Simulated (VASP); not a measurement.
# In3Se (Pm-3m) in VASP: single point with PBE

Aim: the single point of In3Se with PBE.

All numbers are computed with VASP 6.6.1; they aren't measurements. Logs are shortened: lines on timing, memory, paths and dates and some standing lists are left out, and cuts for length are marked.

## (1) The cell of the first run

It takes space group Pm-3m (No. 221, cubic). The conventional cell has a = 4.788 Å, b = 4.788 Å, c = 4.788 Å, α = 90.00°, β = 90.00°, γ = 90.00°. In (site symmetry 4/mmm) has 8 In at 3.39 Å and 4 Se at 3.39 Å within 4.5 Å. Se (site symmetry m-3m) has 12 In at 3.39 Å within 4.5 Å.

## (2) Single point, PBE

POSCAR reads:

```
In3Se
1.0
    4.7881843397      0.0000000000      0.0000000000
    0.0000000000      4.7881843397      0.0000000000
    0.0000000000      0.0000000000      4.7881843397
In Se
3 1
Direct
    0.0000000000      0.5000000000      0.5000000000
    0.5000000000      0.0000000000      0.5000000000
    0.5000000000      0.5000000000      0.0000000000
    0.0000000000      0.0000000000      0.0000000000
```

INCAR.step1 reads:

```
SYSTEM = In3Se
PREC     = Accurate       ! precision mode
ENCUT    = 520            ! plane-wave cutoff, eV
EDIFF    = 1E-6           ! SCF threshold, eV
ISMEAR   = 0              ! smearing method
SIGMA    = 0.1            ! smearing width, eV
LREAL    = .False.        ! projectors in reciprocal space
LASPH    = .True.         ! aspherical terms in the spheres
NELM     = 60             ! most SCF steps
ALGO     = Normal         ! electronic algorithm
ISIF     = 2              ! what is computed and relaxed
LWAVE    = .False.        ! write WAVECAR
LCHARG   = .True.         ! write CHGCAR
GGA      = PE             ! functional
NBANDS   = 30             ! bands
```

KPOINTS.step1 reads:

```
Automatic mesh
0
Gamma
  10 10 10
  0 0 0
```

INCAR.step2 reads:

```
SYSTEM = In3Se
PREC     = Accurate       ! precision mode
ENCUT    = 520            ! plane-wave cutoff, eV
EDIFF    = 1E-6           ! SCF threshold, eV
ISMEAR   = -5             ! smearing method
SIGMA    = 0.1            ! smearing width, eV
LREAL    = .False.        ! projectors in reciprocal space
LASPH    = .True.         ! aspherical terms in the spheres
NELM     = 60             ! most SCF steps
ALGO     = Normal         ! electronic algorithm
ISIF     = 2              ! what is computed and relaxed
LWAVE    = .False.        ! write WAVECAR
LCHARG   = .False.        ! write CHGCAR
GGA      = PE             ! functional
LORBIT   = 11             ! projections on sites
NBANDS   = 30             ! bands
NEDOS    = 1001           ! points of the DOS
ICHARG   = 11             ! starting density
```

KPOINTS.step2 reads:

```
Automatic mesh
0
Gamma
  15 15 15
  0 0 0
```

Potentials or basis: VASP PAW PBE potentials, release 64 (In_d, Se).

Command:

```
cat potpaw_PBE.64/In_d/POTCAR potpaw_PBE.64/Se/POTCAR > POTCAR
cp INCAR.step1 INCAR
cp KPOINTS.step1 KPOINTS
mpirun -np 1 vasp_std > vasp.out
cp INCAR.step2 INCAR
cp KPOINTS.step2 KPOINTS
mpirun -np 1 vasp_std > vasp.out
```

OUTCAR:

```text
SYSTEM = In3Se
   PREC = Accurate
   ENCUT = 520
   EDIFF = 1E-6
   ISMEAR = -5
   LREAL = .False.
   LASPH = .True.
   NELM = 60
   ISIF = 2
   GGA = PE
   LORBIT = 11
   ICHARG = 11

 ion  position               nearest neighbor table
   1  0.000  0.500  0.500-   2 3.39   3 3.39   4 3.39   3 3.39   4 3.39   2 3.39   4 3.39   4 3.39
                             2 3.39   3 3.39   3 3.39   2 3.39
   2  0.500  0.000  0.500-   1 3.39   3 3.39   4 3.39   3 3.39   4 3.39   1 3.39   3 3.39   3 3.39
                             1 3.39   4 3.39   4 3.39   1 3.39
   3  0.500  0.500  0.000-   1 3.39   2 3.39   4 3.39   1 3.39   2 3.39   2 3.39   4 3.39   2 3.39
                             1 3.39   4 3.39   1 3.39   4 3.39
   4  0.000  0.000  0.000-   1 3.39   2 3.39   3 3.39   1 3.39   2 3.39   1 3.39   3 3.39   1 3.39
                             2 3.39   3 3.39   2 3.39   3 3.39

  LATTYP: Found a simple cubic cell.
 ALAT       =     4.7881843397

  Lattice vectors:

 A1 = (   4.7881843397,   0.0000000000,   0.0000000000)
 A2 = (   0.0000000000,   4.7881843397,   0.0000000000)
 A3 = (   0.0000000000,   0.0000000000,   4.7881843397)

Analysis of symmetry for initial positions (statically):
=====================================================================
 Subroutine PRICEL returns:
 Original cell was already a primitive cell.

 Routine SETGRP: Setting up the symmetry group for a
 simple cubic supercell.

 Subroutine GETGRP returns: Found 48 space group operations
 (whereof 48 operations were pure point group operations)
 out of a pool of 48 trial point group operations.

The static configuration has the point symmetry O_h .

Analysis of symmetry for dynamics (positions and initial velocities):
=====================================================================
 Subroutine PRICEL returns:
 Original cell was already a primitive cell.

 Routine SETGRP: Setting up the symmetry group for a
 simple cubic supercell.

 Subroutine GETGRP returns: Found 48 space group operations
 (whereof 48 operations were pure point group operations)
 out of a pool of 48 trial point group operations.

The dynamic configuration has the point symmetry O_h .

 Subroutine INISYM returns: Found 48 space group operations
 (whereof 48 operations are pure point group operations),
 and found     1 'primitive' translations

----------------------------------------------------------------------------------------

                                     Primitive cell

  volume of cell :     109.7773

  direct lattice vectors                    reciprocal lattice vectors
     4.788184340  0.000000000  0.000000000     0.208847431  0.000000000  0.000000000
     0.000000000  4.788184340  0.000000000     0.000000000  0.208847431  0.000000000
     0.000000000  0.000000000  4.788184340     0.000000000  0.000000000  0.208847431

  length of vectors
     4.788184340  4.788184340  4.788184340     0.208847431  0.208847431  0.208847431

  position of ions in fractional coordinates (direct lattice)
     0.000000000  0.500000000  0.500000000
     0.500000000  0.000000000  0.500000000
     0.500000000  0.500000000  0.000000000
     0.000000000  0.000000000  0.000000000

  ion indices of the primitive-cell ions
   primitive index   ion index
                 1           1
                 2           2
                 3           3
                 4           4

----------------------------------------------------------------------------------------

 KPOINTS: Automatic mesh

Automatic generation of k-mesh.
 Grid dimensions read from file:
 generate k-points for:   15   15   15

 Generating k-lattice:

  Cartesian coordinates                     Fractional coordinates (reciprocal lattice)
     0.013923162  0.000000000  0.000000000     0.066666667  0.000000000  0.000000000
     0.000000000  0.013923162  0.000000000     0.000000000  0.066666667  0.000000000
     0.000000000  0.000000000  0.013923162     0.000000000  0.000000000  0.066666667

  Length of vectors
     0.013923162  0.013923162  0.013923162

  Shift w.r.t. Gamma in fractional coordinates (k-lattice)
     0.000000000  0.000000000  0.000000000

 TETIRR: Found   1667 inequivalent tetrahedra from    20250

 Subroutine IBZKPT returns following result:
 ===========================================

 Found    120 irreducible k-points:

 Following reciprocal coordinates:
            Coordinates               Weight
  0.000000  0.000000  0.000000      1.000000
  0.066667  0.000000  0.000000      6.000000
  0.133333  0.000000  0.000000      6.000000
  0.200000  0.000000  0.000000      6.000000
  0.266667  0.000000  0.000000      6.000000
  0.333333  0.000000  0.000000      6.000000
[... 16 lines left out ...]
  0.266667  0.200000  0.000000     24.000000
  0.333333  0.200000  0.000000     24.000000
 [... further k-points ...]
   k-points           NKPTS =    120   k-points in BZ     NKDIM =    120   number of bands    NBANDS=     30
   number of dos      NEDOS =   1001   number of ions     NIONS =      4
   total plane-waves  NPLWV =  46656
   dimension x,y,z NGX =    36 NGY =   36 NGZ =   36
   dimension x,y,z NGXF=    72 NGYF=   72 NGZF=   72
   ions per type =               3   1
   NGX,Y,Z   is equivalent  to a cutoff of  12.50, 12.50, 12.50 a.u.
   NGXF,Y,Z  is equivalent  to a cutoff of  25.00, 25.00, 25.00 a.u.
 SYSTEM =  In3Se
   PREC   = accura    normal or accurate (medium, high low for compatibility)
   ISTART =      0    job   : 0-new  1-cont  2-samecut
   ICHARG =     11    charge: 1-file 2-atom 10-const
   ISPIN  =      1    spin polarized calculation?
   LNONCOLLINEAR =      F non collinear calculations
   LSORBIT =      F    spin-orbit coupling
   LASPH  =      T    aspherical Exc in radial PAW
   ENCUT  =  520.0 eV  38.22 Ry    6.18 a.u.   8.90  8.90  8.90*2*pi/ulx,y,z
   NELM   =     60;   NELMIN=  2; NELMDL=  0     # of ELM steps
   EDIFF  = 0.1E-05   stopping-criterion for ELM
   LREAL  =      F    real-space projection
   EDIFFG = 0.1E-04   stopping-criterion for IOM
   NSW    =      0    number of steps for IOM
   IBRION =     -1    ionic relax: 0-MD 1-quasi-New 2-CG
   NFREE  =      0    steps in history (QN), initial steepest desc. (CG)
   ISIF   =      2    stress and relaxation
   ISYM   =      2    0-nonsym 1-usesym 2-fastsym
   POTIM  = 0.5000    time-step for ionic-motion
   TEBEG  =    0.0;   TEEND  =   0.0 temperature during run
   PSTRESS=    0.0 pullay stress
   NELECT =      45.0000    total number of electrons
   NUPDOWN=      -1.0000    fix difference up-down
   EMIN   =  10.00;   EMAX   =-10.00  energy-range for DOS
   EFERMI =   0.00;   METHOD = LEGACY
   ISMEAR =    -5;   SIGMA  =   0.10  broadening in eV -4-tet -1-fermi 0-gaus
   EFERMI_NEDOS =   21; number of points for ismear=-14 and -15
   IALGO  =     38    algorithm
   IMIX   =      4    mixing-type and parameters
     AMIX     =   0.40;   BMIX     =  1.00
     AMIX_MAG =   1.60;   BMIX_MAG =  1.00
  volume/ion in A,a.u.               =      27.44       185.20
  Fermi-wavevector in a.u.,A,eV,Ry     =   1.216115  2.298125 20.122157  1.478937
  Thomas-Fermi vector in A             =   2.351480
   LORBIT       =     11    0 simple, 1 ext, 2 COOP (PROOUT), +10 PAW based schemes
   GGA     = PE    functional components
   LHFCALC =     F    Hartree Fock is set to
   AEXX    =    0.0000 exact exchange contribution
   IVDW    =     0    specifies the selected vdW correction
   LEPSILON=     F    determine dielectric tensor
   LRPA    =     F    only Hartree local field effects (RPA)
 non-spin polarized calculation
 Fermi weights with tetrahedron method with Bloechl corrections
  energy-cutoff  :      520.00
  volume of cell :      109.78
 maximum number of plane-waves:      2988
 NGX is ok and might be reduce to    36

 number of electron      45.0000035 magnetization

 Free energy of the ion-electron system (eV)
  ---------------------------------------------------
  ext. energy  EPLUGINS =         0.00000000
  ---------------------------------------------------
  free energy    TOTEN  =       -11.67959631 eV

  energy without entropy =      -11.67959631  energy(sigma->0) =      -11.67959631

 E-fermi :   6.0801     XC(G=0):  -9.7852

 val. band max:        6.0561116314   @ k =   0.4667   0.4000   0.1333
 cond. band min:       5.9751272681   @ k =   0.4667   0.0000   0.0000
 fundamental gap:     -0.0809843633
 Fermi energy:         6.0800882790

 k-point     1 :       0.0000    0.0000    0.0000
  band No.  band energies     occupation
      1      -8.7477      2.00000
      2      -8.7416      2.00000
      3      -8.7416      2.00000
      4      -8.7416      2.00000
      5      -8.6190      2.00000
      6      -8.6190      2.00000
[... 22 lines left out ...]
     29      11.3517      0.00000
     30      12.9501      0.00000

 k-point     2 :       0.0667    0.0000    0.0000
  band No.  band energies     occupation
      1      -8.7438      2.00000
      2      -8.7408      2.00000
      3      -8.7375      2.00000
      4      -8.7375      2.00000
      5      -8.6185      2.00000
      6      -8.6163      2.00000
[... 22 lines left out ...]
     29      11.4785      0.00000
     30      12.9758      0.00000

 k-point     3 :       0.1333    0.0000    0.0000
  band No.  band energies     occupation
      1      -8.7387      2.00000
      2      -8.7325      2.00000
      3      -8.7255      2.00000
      4      -8.7255      2.00000
      5      -8.6170      2.00000
      6      -8.6085      2.00000
[... 682 lines left out ...]
     29      11.0481      0.00000
     30      11.7375      0.00000

 k-point    24 :       0.3333    0.2000    0.0000
  band No.  band energies     occupation
      1      -8.6977      2.00000
      2      -8.6701      2.00000
      3      -8.6381      2.00000
      4      -8.6212      2.00000
      5      -8.5962      2.00000
      6      -8.5472      2.00000
[... 22 lines left out ...]
     29      10.7267      0.00000
     30      11.2402      0.00000

 [... further k-points ...]

------------------------ aborting loop because EDIFF is reached ----------------------------------------

  FORCE on cell =-STRESS in cart. coord.  units (eV):
  Direction    XX          YY          ZZ          XY          YZ          ZX
  --------------------------------------------------------------------------------------
  -------------------------------------------------------------------------------------
  Total        0.1041727      0.1041727      0.1041727     -0.0000000     -0.0000000      0.0000000
  in kB        1.5203792      1.5203792      1.5203792     -0.0000000     -0.0000000      0.0000000
  external PRESSURE =       1.5203792 kB  Pullay stress =       0.0000000 kB

 VOLUME and BASIS-vectors are now :
 -----------------------------------------------------------------------------
  energy-cutoff  :      520.00
  volume of cell :      109.78
      direct lattice vectors                 reciprocal lattice vectors
     4.788184340  0.000000000  0.000000000     0.208847431  0.000000000  0.000000000
     0.000000000  4.788184340  0.000000000     0.000000000  0.208847431  0.000000000
     0.000000000  0.000000000  4.788184340     0.000000000  0.000000000  0.208847431

 POSITION                                       TOTAL-FORCE (eV/Angst)
 -----------------------------------------------------------------------------------
      0.00000      2.39409      2.39409         0.000000      0.000000      0.000000
      2.39409      0.00000      2.39409         0.000000      0.000000      0.000000
      2.39409      2.39409      0.00000         0.000000      0.000000      0.000000
      0.00000      0.00000      0.00000         0.000000      0.000000      0.000000
 -----------------------------------------------------------------------------------
    total drift:                                0.000000      0.000000      0.000000

  FREE ENERGIE OF THE ION-ELECTRON SYSTEM (eV)
  ---------------------------------------------------
  free  energy   TOTEN  =       -11.6795963103 eV

  energy  without entropy=      -11.6795963103  energy(sigma->0) =      -11.67959631

 total charge

# of ion       s       p       d       tot
------------------------------------------
    1        1.073   0.352   9.852  11.277
    2        1.073   0.352   9.852  11.277
    3        1.073   0.352   9.852  11.277
    4        1.497   2.212   0.017   3.725
--------------------------------------------------
tot          4.716   3.268  29.571  37.556
```

Run time: 7.4 min. Hardware: 1 thread of AMD EPYC 7R43 (Zen 3), shared host; peak memory 0.4 GiB.

Results:

| Quantity | Value |
| --- | --- |
| Valence electrons inside the program's atomic spheres | In 11.28; Se 3.73 |

Caveat: spin-orbit coupling is left out, which moves the levels of the heavy elements; tetrahedron occupations give inexact forces and stress in metals.
